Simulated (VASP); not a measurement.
Set up this calculation in VASP 6.6.1, as the native input.

| Quantity | Value |
| --- | --- |
| Task | single point |
| Functional | PBE |
| Potentials or basis | VASP PAW PBE potentials, release 64 (Ge_d, N) |
| Cutoff | 600 eV |
| k mesh | 7 × 7 × 7 |
| Occupations | gaussian, width 0.2 eV |
| Spin | no spin polarisation |
| Dipole correction | no |
| Further INCAR settings | ALGO = Normal; EDIFF = 1e-06; NBANDS = 16 |

The structure of GeN lies in POSCAR:

```
GeN
1.0
    0.0000000000      2.2471326859      2.2471326859
    2.2471326859      0.0000000000      2.2471326859
    2.2471326859      2.2471326859      0.0000000000
Ge N
1 1
Direct
    0.5000000000      0.5000000000      0.5000000000
    0.0000000000      0.0000000000      0.0000000000
```

The cell was built from a structure type or drawn by symmetry, and may not be a known phase.

One way to write it, as run:

INCAR

```
ALGO = Normal
EDIFF = 1E-6
ENCUT = 600
GGA = PE
GGA_COMPAT = False
ISIF = 2
ISMEAR = 0
LASPH = True
LCHARG = True
LELF = True
LREAL = False
LVHAR = True
LWAVE = False
NBANDS = 16
NELM = 120
PREC = Accurate
SIGMA = 0.2
```

KPOINTS

```
k-points
0
Gamma
  7 7 7
```

Potentials or basis: VASP PAW PBE potentials, release 64 (Ge_d, N).

Run with:

```console
$ cat potpaw_PBE.64/Ge_d/POTCAR potpaw_PBE.64/N/POTCAR > POTCAR
$ mpirun -np 1 vasp_std > vasp.out
```

Results of the run:

| Property | Result |
| --- | --- |
| Pressure | -0.5 GPa |
| Band gap on the k mesh | zero (an odd number of electrons rules out a gap without spin polarisation) |

Run time: 23 s on 1 thread of Intel Xeon 8259CL, on a shared host, peak memory 0.16 GiB.
